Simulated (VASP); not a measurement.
Write the native input for VASP 6.6.1 that does the following.

```yaml
Task: single point
Functional: LDA
Potentials_or_basis: VASP PAW LDA potentials, release 64 (W_sv)
Cutoff: 500 eV
k_mesh: 12 × 12 × 12
Occupations: methfessel-paxton, width 0.2 eV
Spin: no spin polarisation
Dipole_correction: no
Further_INCAR_settings: ALGO = Normal; EDIFF = 1e-06; NBANDS = 13
```

The structure of W lies in POSCAR:

```
W
1.0
    2.7407020215     -0.0000000152     -0.0000000263
   -0.9135673262      2.5839586512     -0.0000000263
   -0.9135673262     -1.2919792876      2.2377738561
W
1
Direct
    0.0000000000      0.0000000000      0.0000000000
```

One way to write it, as run:

INCAR

```
  PREC = Accurate
  ENCUT = 500
  EDIFF = 1E-6
  ISMEAR = 1
  SIGMA = 0.2
  LREAL = F
  LASPH = T
  NELM = 120
  ALGO = Normal
  ISIF = 2
  LWAVE = F
  LCHARG = T
  LELF = T
  LVHAR = T
  NBANDS = 13
  GGA_COMPAT = F
```

KPOINTS

```
regular mesh
0
Gamma
  12 12 12
```

Potentials or basis: VASP PAW LDA potentials, release 64 (W_sv).

Run with:

```sh
$ cat potpaw_LDA.64/W_sv/POTCAR > POTCAR
$ mpirun -np 1 vasp_std > vasp.out
```

It gave:

```
Pressure               : -7.3 GPa
Band gap on the k mesh : zero (band 7 reaches 16.47 eV, above the bottom of band 8 at 10.07 eV)
```

Caveat: spin-orbit coupling is left out, which moves the levels of the heavy elements.

It took 18 s on 1 thread of Intel Xeon 8259CL (shared host), peak memory 0.13 GiB.
